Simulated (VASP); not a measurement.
A run of VASP 6.6.1 is set up as follows.

The input INCAR:

```
  PREC = Accurate
  ENCUT = 520
  EDIFF = 1E-6
  ISMEAR = 0
  SIGMA = 0.1
  LREAL = F
  LASPH = T
  NELM = 60
  ALGO = Normal
  ISIF = 2
  LWAVE = F
  LCHARG = F
  GGA = PE
  NBANDS = 31
```

The input KPOINTS:

```
regular mesh
0
Gamma
  6 6 4
```

File POSCAR:

```
BeZn2S2O
1.0
    5.1910736200      0.0000000000      0.0000000000
   -2.5955368100      4.4956016300      0.0000000000
    0.0000000000      0.0000000000      4.0017199500
Be Zn S O
1 2 2 1
Direct
    0.0000000000      0.0000000000      0.5000000000
    0.3333333300      0.6666666700      0.0000000000
    0.6666666700      0.3333333300      0.0000000000
    0.3333333300      0.6666666700      0.5000000000
    0.6666666700      0.3333333300      0.5000000000
    0.0000000000      0.0000000000      0.0000000000
```

Potentials or basis: VASP PAW PBE potentials, release 64 (Be, Zn, S, O).

Command:

```sh
$ cat potpaw_PBE.64/Be/POTCAR potpaw_PBE.64/Zn/POTCAR potpaw_PBE.64/S/POTCAR potpaw_PBE.64/O/POTCAR > POTCAR
$ mpirun -np 1 vasp_std > vasp.out
```

**Question.** What does it give for the pressure?

**Answer.** 8.2 GPa.

**Question.** What does it give for the band gap on the k mesh?

**Answer.** Zero (bands 22 and 23 overlap by 0.88 eV).

Stress tensor (GPa, compression positive):
```
 1.66  0.00  0.00
 0.00  1.66  0.00
 0.00  0.00 21.37
```

Caveat: the k points lie up to 0.39 Å⁻¹ apart, too coarse for converged energies and pressures of a metal.
